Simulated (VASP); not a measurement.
Cd2S:

```xyz
6
Lattice="0.0000 4.1273 4.1273 4.1273 0.0000 4.1273 4.1273 4.1273 0.0000" Properties=species:S:1:pos:R:3 pbc="T T T"
Cd    3.0955    1.0318    3.0955
Cd    3.0955    3.0955    1.0318
Cd    1.0318    3.0955    3.0955
Cd    1.0318    1.0318    1.0318
S     6.1910    6.1910    6.1910
S     4.1273    4.1273    4.1273
```

The cell was generated, and may not be a known phase.

* Program: VASP 6.6.1
* Task: relaxation of cell and atoms
* Functional: PBE
* Potentials or basis: VASP PAW PBE potentials, release 64 (Cd, S)
* Cutoff: 600 eV
* k mesh: 8 × 8 × 8
* Occupations: gaussian, width 0.02 eV
* Spin: no spin polarisation

At the start: pressure -3.2 GPa; volume 23.44 Å³/atom.

**Question.** How do energy, volume and symmetry change on relaxing?

**Answer.** Over 3 steps the energy falls by 15.2 meV/atom and the volume is 22.00 Å³/atom (-6.1 %); space group Fd-3m (No. 227, to 0.1 Å) before and after.

Step by step:
| step | energy change (eV) | largest force (eV/Å) | pressure (GPa) | volume (Å³) |
| --- | --- | --- | --- | --- |
| 1 | 0.0000 | 0.0000 | -3.15 | 140.62 |
| 2 | -0.0906 | 0.0000 | 0.24 | 131.44 |
| 3 | -0.0910 | 0.0000 | -0.01 | 131.97 |

Final structure:
```cif
data_structure
_symmetry_space_group_name_H-M 'P 1'
_symmetry_Int_Tables_number 1
_cell_length_a 5.7148
_cell_length_b 5.7148
_cell_length_c 5.7148
_cell_angle_alpha 60.000
_cell_angle_beta 60.000
_cell_angle_gamma 60.000
_cell_volume 131.97
loop_
_atom_site_label
_atom_site_type_symbol
_atom_site_fract_x
_atom_site_fract_y
_atom_site_fract_z
_atom_site_occupancy
Cd1 Cd 0.12500 0.62500 0.12500 1
Cd2 Cd 0.12500 0.12500 0.62500 1
Cd3 Cd 0.62500 0.12500 0.12500 1
Cd4 Cd 0.12500 0.12500 0.12500 1
S1 S 0.75000 0.75000 0.75000 1
S2 S 0.50000 0.50000 0.50000 1
```
